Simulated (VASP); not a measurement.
# Ru (Fm-3m) in VASP: single point with PBE

Aim: the single point of Ru with PBE.

Everything below comes from runs of VASP 6.6.1. Logs are shortened: lines on timing, memory, paths and dates and some standing lists are left out, and cuts for length are marked.

## Step 1: The cell of the first run

The structure is cubic, space group Fm-3m (No. 225). Conventional cell: a = 3.958 Å, b = 3.958 Å, c = 3.958 Å, α = 90.00°, β = 90.00°, γ = 90.00°. Ru (site symmetry m-3m) has 12 Ru at 2.80 Å within 3.7 Å.

This isn't the form of Ru at room conditions, which is hcp.

## Step 2: Single point, PBE, collinear spin, ferromagnetic start (15.50 Å³/atom)

INCAR

```
PREC = Accurate
ENCUT = 520
EDIFF = 1E-7
ISMEAR = -1
SIGMA = 0.05
LREAL = False
LASPH = True
NELM = 150
ALGO = Normal
ISIF = 2
LWAVE = False
LCHARG = False
ISPIN = 2
MAGMOM = 1
LORBIT = 11
LMAXMIX = 4
GGA = PE
NBANDS = 17
```

KPOINTS

```
regular mesh
0
Gamma
  23 23 23
```

POSCAR

```
Ru
1.0
    0.0000000000      1.9790214126      1.9790214126
    1.9790214126      0.0000000000      1.9790214126
    1.9790214126      1.9790214126      0.0000000000
Ru
1
Direct
    0.0000000000      0.0000000000      0.0000000000
```

Potentials or basis: VASP PAW PBE potentials, release 64 (Ru_pv).

On the command line:

```sh
$ cat potpaw_PBE.64/Ru_pv/POTCAR > POTCAR
$ mpirun -np 1 vasp_std > vasp.out
```

OUTCAR:

```text
PREC = Accurate
   ENCUT = 520
   EDIFF = 1E-7
   ISMEAR = -1
   LREAL = False
   LASPH = True
   NELM = 150
   ISIF = 2
   ISPIN = 2
   LORBIT = 11
   GGA = PE

 ion  position               nearest neighbor table
   1  0.000  0.000  0.000-

  LATTYP: Found a face centered cubic cell.
 ALAT       =     3.9580428252

  Lattice vectors:

 A1 = (   0.0000000000,   1.9790214126,   1.9790214126)
 A2 = (   1.9790214126,   0.0000000000,   1.9790214126)
 A3 = (   1.9790214126,   1.9790214126,   0.0000000000)

Analysis of symmetry for initial positions (statically):
=====================================================================
 Subroutine PRICEL returns:
 Original cell was already a primitive cell.

 Routine SETGRP: Setting up the symmetry group for a
 face centered cubic supercell.

 Subroutine GETGRP returns: Found 48 space group operations
 (whereof 48 operations were pure point group operations)
 out of a pool of 48 trial point group operations.

The static configuration has the point symmetry O_h .

Analysis of symmetry for dynamics (positions and initial velocities):
=====================================================================
 Subroutine PRICEL returns:
 Original cell was already a primitive cell.

 Routine SETGRP: Setting up the symmetry group for a
 face centered cubic supercell.

 Subroutine GETGRP returns: Found 48 space group operations
 (whereof 48 operations were pure point group operations)
 out of a pool of 48 trial point group operations.

The dynamic configuration has the point symmetry O_h .

Analysis of structural, dynamic, and magnetic symmetry:
=====================================================================
 Subroutine PRICEL returns:
 Original cell was already a primitive cell.

 Routine SETGRP: Setting up the symmetry group for a
 face centered cubic supercell.

 Subroutine GETGRP returns: Found 48 space group operations
 (whereof 48 operations were pure point group operations)
 out of a pool of 48 trial point group operations.

The overall configuration has the point symmetry O_h .

 Subroutine INISYM returns: Found 48 space group operations
 (whereof 48 operations are pure point group operations),
 and found     1 'primitive' translations

----------------------------------------------------------------------------------------

                                     Primitive cell

  volume of cell :      15.5018

  direct lattice vectors                    reciprocal lattice vectors
     0.000000000  1.979021413  1.979021413    -0.252650121  0.252650121  0.252650121
[... 95 lines left out ...]
   NELECT =      14.0000    total number of electrons
   NUPDOWN=      -1.0000    fix difference up-down
   EMIN   =  10.00;   EMAX   =-10.00  energy-range for DOS
   EFERMI =   0.00;   METHOD = LEGACY
   ISMEAR =    -1;   SIGMA  =   0.05  broadening in eV -4-tet -1-fermi 0-gaus
   EFERMI_NEDOS =   21; number of points for ismear=-14 and -15
   IALGO  =     38    algorithm
   IMIX   =      4    mixing-type and parameters
     AMIX     =   0.40;   BMIX     =  1.00
     AMIX_MAG =   1.60;   BMIX_MAG =  1.00
  volume/ion in A,a.u.               =      15.50       104.61
  Fermi-wavevector in a.u.,A,eV,Ry     =   1.582427  2.990353 34.070012  2.504075
  Thomas-Fermi vector in A             =   2.682352
   LORBIT       =     11    0 simple, 1 ext, 2 COOP (PROOUT), +10 PAW based schemes
   GGA     = PE    functional components
   LHFCALC =     F    Hartree Fock is set to
   AEXX    =    0.0000 exact exchange contribution
   IVDW    =     0    specifies the selected vdW correction
   LEPSILON=     F    determine dielectric tensor
   LRPA    =     F    only Hartree local field effects (RPA)
 spin polarized calculation
  energy-cutoff  :      520.00
  volume of cell :       15.50
 maximum number of plane-waves:       432
 NGX is ok and might be reduce to    24
   NGX = 11   NGY = 11   NGZ = 11

 number of electron      14.0000001 magnetization      -0.0001807

 number of electron      14.0000001 magnetization       0.0002337

 Free energy of the ion-electron system (eV)
  ---------------------------------------------------
  ext. energy  EPLUGINS =         0.00000000
  ---------------------------------------------------
  free energy    TOTEN  =        -8.97189491 eV

  energy without entropy =       -8.96066243  energy(sigma->0) =       -8.96627867

 E-fermi :  10.5012     XC(G=0): -13.3101

 val. band max:       10.4997208927   @ k =  -0.4348   0.3478   0.0870
 cond. band min:      10.5030661729   @ k =   0.1304   0.0870   0.0000
 fundamental gap:      0.0033452802
 Fermi energy:        10.5011970648

 spin component 1

 k-point     1 :       0.0000    0.0000    0.0000
  band No.  band energies     occupation
      1     -31.9094      1.00000
      2     -31.9094      1.00000
      3     -31.9094      1.00000
      4       3.3658      1.00000
      5       8.3758      1.00000
      6       8.3758      1.00000
[... 459 lines left out ...]
      6       8.3311      1.00000
[... 9 lines left out ...]
     16      37.7611      0.00000
     17      40.8295      0.00000

 [... further k-points ...]

 spin component 2

 k-point     1 :       0.0000    0.0000    0.0000
  band No.  band energies     occupation
      1     -31.9093      1.00000
      2     -31.9093      1.00000
      3     -31.9093      1.00000
      4       3.3658      1.00000
      5       8.3759      1.00000
      6       8.3759      1.00000
[... 459 lines left out ...]
      6       8.3313      1.00000
[... 9 lines left out ...]
     16      37.7612      0.00000
     17      40.8296      0.00000

 [... further k-points ...]
[... 5 lines left out ...]
  --------------------------------------------------------------------------------------
  -------------------------------------------------------------------------------------
  Total       -2.5588824     -2.5588824     -2.5588824      0.0000000      0.0000000     -0.0000000
  in kB     -264.4718418   -264.4718418   -264.4718418      0.0000000      0.0000000     -0.0000000
  external PRESSURE =    -264.4718418 kB  Pullay stress =       0.0000000 kB

 VOLUME and BASIS-vectors are now :
 -----------------------------------------------------------------------------
  energy-cutoff  :      520.00
  volume of cell :       15.50
      direct lattice vectors                 reciprocal lattice vectors
     0.000000000  1.979021413  1.979021413    -0.252650121  0.252650121  0.252650121
     1.979021413  0.000000000  1.979021413     0.252650121 -0.252650121  0.252650121
     1.979021413  1.979021413  0.000000000     0.252650121  0.252650121 -0.252650121

 POSITION                                       TOTAL-FORCE (eV/Angst)
 -----------------------------------------------------------------------------------
      0.00000      0.00000      0.00000         0.000000      0.000000      0.000000
 -----------------------------------------------------------------------------------
    total drift:                               -0.000000      0.000000     -0.000000

  FREE ENERGIE OF THE ION-ELECTRON SYSTEM (eV)
  ---------------------------------------------------
  free  energy   TOTEN  =        -8.9718949069 eV

  energy  without entropy=       -8.9606624256  energy(sigma->0) =       -8.96627867

 total charge

# of ion       s       p       d       tot
------------------------------------------
    1        0.358   6.232   5.837  12.428

 magnetization (x)

# of ion       s       p       d       tot
------------------------------------------
    1       -0.000   0.000   0.000   0.000
```

OSZICAR:

```text
N       E                     dE             d eps       ncg     rms          rms(c)
DAV:   1     0.113048188292E+03    0.11305E+03   -0.75130E+03 24968   0.826E+02
DAV:   2    -0.778396784768E+01   -0.12083E+03   -0.11500E+03 27516   0.273E+02
DAV:   3    -0.958225735915E+01   -0.17983E+01   -0.17903E+01 28373   0.351E+01
DAV:   4    -0.958769684095E+01   -0.54395E-02   -0.54391E-02 27874   0.201E+00
DAV:   5    -0.958772844193E+01   -0.31601E-04   -0.31600E-04 27551   0.139E-01    0.983E+00
DAV:   6    -0.899626415958E+01    0.59146E+00   -0.74499E-01 25261   0.109E+01    0.196E+00
DAV:   7    -0.897375951710E+01    0.22505E-01   -0.44061E-02 28268   0.217E+00    0.881E-01
DAV:   8    -0.897284876710E+01    0.91075E-03   -0.25262E-03 26252   0.496E-01    0.450E-01
DAV:   9    -0.897182306526E+01    0.10257E-02   -0.90685E-04 27191   0.319E-01    0.119E-01
DAV:  10    -0.897188871435E+01   -0.65649E-04   -0.64480E-05 27343   0.702E-02    0.304E-02
DAV:  11    -0.897189391150E+01   -0.51971E-05   -0.46107E-06 26188   0.195E-02    0.176E-02
DAV:  12    -0.897189537146E+01   -0.14600E-05   -0.15446E-06 26080   0.102E-02    0.584E-03
DAV:  13    -0.897189492610E+01    0.44536E-06   -0.27747E-07 24697   0.430E-03    0.293E-03
DAV:  14    -0.897189490694E+01    0.19155E-07   -0.55083E-08 13465   0.231E-03
   1 F= -.89718949E+01 E0= -.89662787E+01  d E =-.112325E-01  mag=    -0.0000
```

stdout:

```text
POSCAR found type information on POSCAR Ru
 POSCAR found :  1 types and       1 ions
 scaLAPACK will be used
 LDA part: xc-table for (Slater+PW92), standard interpolation
 POSCAR, INCAR and KPOINTS ok, starting setup
 FFT: planning ... GRIDC
 FFT: planning ... GRID_SOFT
 FFT: planning ... GRID
 WAVECAR not read
 entering main loop
```

It took 58 s on 1 thread of Intel Xeon 6975P-C (Granite Rapids), shared host; peak memory 0.26 GiB.

Results:

| Item | Value |
| --- | --- |
| Free energy | -8.9719 eV |
| Pressure | -26.4 GPa |
| Band gap on the k mesh | zero (filled and empty bands overlap) |
| Net moment | 0.00 μB per cell |
| Valence electrons inside the program's atomic spheres | Ru 12.43 |

Caveat: the cell stands under tension.
